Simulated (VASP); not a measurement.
## AlN: single point with PBEsol

AlN:

```
Al N
1.0
    -3.11356    0.00000    0.00000
     0.00000    5.39284    0.00000
     1.55678   -2.69642   -4.98335
Al N
4 4
Cartesian
  -1.5744 -0.9118 -4.9758
  -0.0176 1.7846 -4.9758
  0.0176 3.6082 -2.4842
  -1.5392 0.9118 -2.4842
  -1.5411 -0.9268 -3.0723
  0.0157 1.7696 -3.0723
  -0.0157 3.6232 -0.5806
  -1.5725 0.9268 -0.5806
```

This cell differs from its parent crystal: atoms displaced along several vibrational modes.

```
Program             : VASP 6.6.1
Task                : single point
Functional          : PBEsol
Potentials or basis : VASP PAW PBE potentials, release 64 (Al, N)
Cutoff              : 520 eV
k mesh              : 8 × 8 × 8
Occupations         : gaussian, width 0.05 eV
Spin                : no spin polarisation
```

The pressure is 0.2 GPa and the largest force is 0.577 eV/Å. The band gap on the k mesh is 4.10 eV.

Forces on the atoms (eV/Å):
```
Al   0.102  0.512  0.027
Al   0.102  0.512  0.027
Al  -0.102 -0.512  0.027
Al  -0.102 -0.512  0.027
N   -0.044  0.575 -0.027
N   -0.044  0.575 -0.027
N    0.044 -0.575 -0.027
N    0.044 -0.575 -0.027
```

Stress tensor (GPa, compression positive):
```
 3.37 -0.03  0.00
-0.03 -2.75  0.00
 0.00  0.00  0.11
```

Levels at points of the mesh, in eV from the valence-band top:
```tsv
k point	band 14	band 15	band 16	band 17	band 18	band 19
(0.00, 0.00, 0.00)	-0.29	-0.17	0.00	4.10	5.27	5.27
(0.50, 0.00, 0.00)	-2.00	-0.94	-0.94	6.10	6.10	7.13
(0.00, 0.50, 0.00)	-0.71	-0.64	-0.64	5.95	5.95	7.27
(0.50, 0.50, 0.00)	-1.33	-1.33	-0.67	5.10	5.10	5.67
(0.50, 0.50, 0.50)	-1.36	-1.36	-0.68	5.14	5.14	5.60
(0.00, 0.00, 0.50)	-0.65	-0.48	-0.48	5.45	5.73	6.35
```

Wall time 120 s on 1 thread of Intel(R) Xeon(R) 6975P-C (Granite Rapids) (shared host), peak memory 0.36 GiB.

Caveat: the cell differs from its parent crystal (atoms displaced along several vibrational modes); the stress differs along the axes, from -3 to 3 GPa; the PAW data sets were made with another functional, which shifts forces and pressure a little. A k mesh can miss the band edges.
